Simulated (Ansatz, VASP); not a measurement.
## One calculation of BAs, two programs

```xyz
2
Lattice="0.0000 2.3919 2.3919 2.3919 0.0000 2.3919 2.3919 2.3919 0.0000" Properties=species:S:1:pos:R:3 pbc="T T T"
B     0.0000    0.0000    0.0000
As    1.1959    1.1959    1.1959
```

Alike in both runs: task single point; functional PBEsol; k mesh 6 × 6 × 6; occupations gaussian, width 0.001 eV; no spin polarisation.

```csv
,VASP,Ansatz
version,VASP 6.6.1,Ansatz 0.2.0
potentials or method,"VASP PAW PBE potentials, release 64 (B, As)",plane waves
plane-wave cutoff (eV),500,420
valence electrons in the cell,8,18
```

```csv
,VASP,Ansatz,Ansatz less VASP
gap on the k mesh at the Fermi level (eV),1.18,1.19,+0.008
pressure (GPa),-0.5,-1.3,-0.84
```

VASP's potentials were made for PBE, not for PBEsol. VASP's potentials hold 8 valence electrons a cell and Ansatz's 18, so a difference there can come from the potentials and not from the codes.
